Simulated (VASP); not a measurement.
# Lu (Fm-3m) in VASP: a series of runs, part 2 of 2

VASP 6.6.1.

## Step 3: Relaxation of cell and atoms, PBE

This run uses another cell than the first one, of 29.17 Å³/atom.

Contents of INCAR:

```
ALGO = Normal
EDIFF = 1E-7
EDIFFG = -0.005
ENCUT = 600
GGA = PE
IBRION = 2
ISIF = 3
ISMEAR = -1
LASPH = T
LCHARG = F
LREAL = F
LWAVE = F
NELM = 80
NSW = 60
PREC = Accurate
SIGMA = 0.1
```

Contents of KPOINTS:

```
k-points
0
Gamma
  15 15 15
```

Contents of POSCAR:

```
Lu
1.0
    0.0000000000      2.4432830035      2.4432830035
    2.4432830035      0.0000000000      2.4432830035
    2.4432830035      2.4432830035      0.0000000000
Lu
1
Direct
    0.0000000000      0.0000000000      0.0000000000
```

Potentials or basis: VASP PAW PBE potentials, release 64 (Lu).

Command:

```console
$ cat potpaw_PBE.64/Lu/POTCAR > POTCAR
$ mpirun -np 1 vasp_std > vasp.out
```

OUTCAR:

```text
EDIFF = 1E-7
   EDIFFG = -0.005
   ENCUT = 600
   GGA = PE
   IBRION = 2
   ISIF = 3
   ISMEAR = -1
   LASPH = T
   LREAL = F
   NELM = 80
   NSW = 60
   PREC = Accurate

 ion  position               nearest neighbor table
   1  0.000  0.000  0.000-

  LATTYP: Found a face centered cubic cell.
 ALAT       =     4.8865660070

  Lattice vectors:

 A1 = (   0.0000000000,   2.4432830035,   2.4432830035)
 A2 = (   2.4432830035,   0.0000000000,   2.4432830035)
 A3 = (   2.4432830035,   2.4432830035,   0.0000000000)

Analysis of symmetry for initial positions (statically):
=====================================================================
 Subroutine PRICEL returns:
 Original cell was already a primitive cell.

 Routine SETGRP: Setting up the symmetry group for a
 face centered cubic supercell.

 Subroutine GETGRP returns: Found 48 space group operations
 (whereof 48 operations were pure point group operations)
 out of a pool of 48 trial point group operations.

The static configuration has the point symmetry O_h .

Analysis of symmetry for dynamics (positions and initial velocities):
[... 199 lines left out ...]

  energy without entropy =       -4.45286283  energy(sigma->0) =       -4.47869205

 E-fermi :   2.2668     XC(G=0): -10.6480

 val. band max:        2.2318883324   @ k =  -0.4667   0.2667   0.1333
 cond. band min:       2.2747541946   @ k =  -0.2667   0.3333   0.0667
 fundamental gap:      0.0428658623
 Fermi energy:         2.2667501162

 k-point     1 :       0.0000    0.0000    0.0000
  band No.  band energies     occupation
      1     -53.9687      2.00000
      2     -24.3950      2.00000
      3     -24.3950      2.00000
      4     -24.3950      2.00000
      5      -3.8031      2.00000
      6      -2.7714      2.00000
[... 433 lines left out ...]
      3     -24.4398      2.00000
      4     -24.4358      2.00000
      5      -2.7576      2.00000
      6      -2.7502      2.00000
[... 8 lines left out ...]
     15       5.0680      0.00000
     16       5.6608      0.00000

 [... further k-points ...]

------------------------ aborting loop because EDIFF is reached ----------------------------------------

  FORCE on cell =-STRESS in cart. coord.  units (eV):
  Direction    XX          YY          ZZ          XY          YZ          ZX
  --------------------------------------------------------------------------------------
  -------------------------------------------------------------------------------------
  Total       -0.0013543     -0.0013543     -0.0013543     -0.0000000     -0.0000000      0.0000000
  in kB       -0.0742680     -0.0742680     -0.0742680     -0.0000000     -0.0000000      0.0000000
  external PRESSURE =      -0.0742680 kB  Pullay stress =       0.0000000 kB

 VOLUME and BASIS-vectors are now :
 -----------------------------------------------------------------------------
  energy-cutoff  :      600.00
  volume of cell :       29.22
      direct lattice vectors                 reciprocal lattice vectors
    -0.000000000  2.444551109  2.444551109    -0.204536530  0.204536530  0.204536530
     2.444551109  0.000000000  2.444551109     0.204536530 -0.204536530  0.204536530
     2.444551109  2.444551109  0.000000000     0.204536530  0.204536530 -0.204536530

 POSITION                                       TOTAL-FORCE (eV/Angst)
 -----------------------------------------------------------------------------------
      2.44455      2.44455      0.00000        -0.000000     -0.000000      0.000000
 -----------------------------------------------------------------------------------
    total drift:                                0.000000      0.000000     -0.000000

  FREE ENERGIE OF THE ION-ELECTRON SYSTEM (eV)
  ---------------------------------------------------
  free  energy   TOTEN  =        -4.5045212672 eV

  energy  without entropy=       -4.4528628283  energy(sigma->0) =       -4.47869205

 reached required accuracy - stopping structural energy minimisation
```

CONTCAR:

```text
Lu
   1.00000000000000
    -0.0000000000000000    2.4445511085538292    2.4445511085538292
     2.4445511085538292    0.0000000000000000    2.4445511085538292
     2.4445511085538292    2.4445511085538292    0.0000000000000000
  Lu
     1
Direct
     0.0000000000000000    0.0000000000000000    1.0000000000000000

  0.00000000E+00  0.00000000E+00  0.00000000E+00
```

Run time: 6.7 min. Hardware: 1 thread of Intel Xeon 8259CL, shared host; peak memory 0.22 GiB.

Results:

| Property | Result |
| --- | --- |
| Free energy | -4.5045 eV |
| Relaxed volume | 29.22 Å³/atom |
| Relaxed cell | a = 3.457 Å, b = 3.457 Å, c = 3.457 Å, α = 60.00°, β = 60.00°, γ = 60.00° |
| Space group after relaxing (to 0.1 Å) | Fm-3m (No. 225) |
| Energy gained by relaxing | 0.0 meV/atom |
| Ionic steps | 2 |
| Pressure after relaxing | 0.0 GPa |
| Band gap on the k mesh | zero (an odd number of electrons rules out a gap without spin polarisation) |

Final structure:
```xyz
1
Lattice="0.0000 2.4446 2.4446 2.4446 0.0000 2.4446 2.4446 2.4446 0.0000" Properties=species:S:1:pos:R:3 pbc="T T T"
Lu    2.4446    2.4446    0.0000
```

Caveat: spin-orbit coupling is left out, which moves the levels of the heavy elements.

## Step 4: Single point, PBE (13.09 Å³/atom)

This run uses another cell than the first one, of 13.09 Å³/atom.

Contents of INCAR:

```
  PREC = Accurate
  ENCUT = 520
  EDIFF = 1E-7
  ISMEAR = -1
  SIGMA = 0.1
  LREAL = F
  LASPH = T
  NELM = 100
  ALGO = Normal
  ISIF = 2
  LWAVE = F
  LCHARG = T
  GGA = PE
  LELF = T
  LVHAR = T
  NBANDS = 18
```

Contents of KPOINTS:

```
Automatic mesh
0
Gamma
  15 15 15
```

Contents of POSCAR:

```
Lu
1.0
    0.0000000000      1.8705004470      1.8705004470
    1.8705004470      0.0000000000      1.8705004470
    1.8705004470      1.8705004470      0.0000000000
Lu
1
Direct
    0.0000000000      0.0000000000      0.0000000000
```

Command:

```console
$ cat potpaw_PBE.64/Lu/POTCAR > POTCAR
$ mpirun -np 1 vasp_std > vasp.out
```

Wall time 72 s (1 thread of Intel Xeon 8259CL, shared host); peak memory 0.16 GiB.

The run converged, but its numbers aren't listed here, since they failed a check.

Caveat: the cell stands under pressure; spin-orbit coupling is left out, which moves the levels of the heavy elements.

## Step 5: Single point, PBE (13.09 Å³/atom)

This run uses another cell than the first one, of 13.09 Å³/atom.

Contents of INCAR:

```
SYSTEM = Lu
ALGO = Normal ; EDIFF = 1E-6
ENCUT = 520 ; GGA = PE
ISIF = 2 ; ISMEAR = -1
LASPH = .TRUE. ; LCHARG = .FALSE.
LREAL = .FALSE. ; LWAVE = .FALSE.
NBANDS = 18 ; NELM = 100
PREC = Accurate ; SIGMA = 0.1
```

Contents of KPOINTS:

```
k-points
0
G
  15 15 15
  0 0 0
```

POSCAR is that of step 4.

Command:

```console
$ cat potpaw_PBE.64/Lu/POTCAR > POTCAR
$ mpirun -np 1 vasp_std > vasp.out
```

It took 45 s on 1 thread of Intel Xeon 8259CL, shared host; peak memory 0.16 GiB.

The run converged, but its numbers aren't listed here, since they failed a check.

Caveat: the cell stands under pressure; spin-orbit coupling is left out, which moves the levels of the heavy elements.

## Step 6: Single point, PBE (15.12 Å³/atom)

This run uses another cell than the first one, of 15.12 Å³/atom.

Contents of INCAR:

```
SYSTEM = Lu
ALGO = Normal
EDIFF = 1E-6
ENCUT = 520
GGA = PE
ISIF = 2
ISMEAR = -1
LASPH = .TRUE.
LCHARG = .FALSE.
LREAL = .FALSE.
LWAVE = .FALSE.
NBANDS = 18
NELM = 80
PREC = Accurate
SIGMA = 0.1
```

KPOINTS is that of step 5.

Contents of POSCAR:

```
Lu
1.0
    0.0000000000      1.9628544321      1.9628544321
    1.9628544321      0.0000000000      1.9628544321
    1.9628544321      1.9628544321      0.0000000000
Lu
1
Direct
    0.0000000000      0.0000000000      0.0000000000
```

Potentials or basis: VASP PAW PBE potentials, release 64 (Lu).

Command:

```console
$ cat potpaw_PBE.64/Lu/POTCAR > POTCAR
$ mpirun -np 1 vasp_std > vasp.out
```

It took 58 s on 1 thread of Intel Xeon 8259CL, shared host; peak memory 0.18 GiB.

It converged, with:

- Free energy: -2.1597 eV
- Pressure: 88.3 GPa
- Band gap on the k mesh: zero (an odd number of electrons rules out a gap without spin polarisation)

Levels at points of the mesh, in eV from the Fermi level:
```csv
k point,band 10,band 11,band 12,band 13,band 14,band 15
"(0.00, 0.00, 0.00)",-4.34,-4.34,-4.34,2.66,2.66,2.66
```

Caveat: the cell stands under pressure; spin-orbit coupling is left out, which moves the levels of the heavy elements.

## Step 7: Summary

```tsv
task	cell	cutoff (eV)	gap on the mesh (eV)	pressure (GPa)
single point	a = 3.452 Å, angles 60.0°, 1 atom	520	none	0.1
relaxation of cell and atoms	relaxed from a = 3.455 Å, angles 60.0°, 1 atom	600	none	0.0
single point	a = 2.776 Å, angles 60.0°, 1 atom	520	none	88.3
```

Alike in all rows: level PBE; potentials or basis VASP PAW PBE potentials, release 64 (Lu); no spin polarisation; k mesh 15 × 15 × 15; smearing fermi-dirac 0.1 eV.

Caveats: spin-orbit coupling is left out, which moves the levels of the heavy elements; the cell stands under pressure (at least some runs).

Total energies depend on the potentials used, so only differences within one code and one set of settings carry meaning.
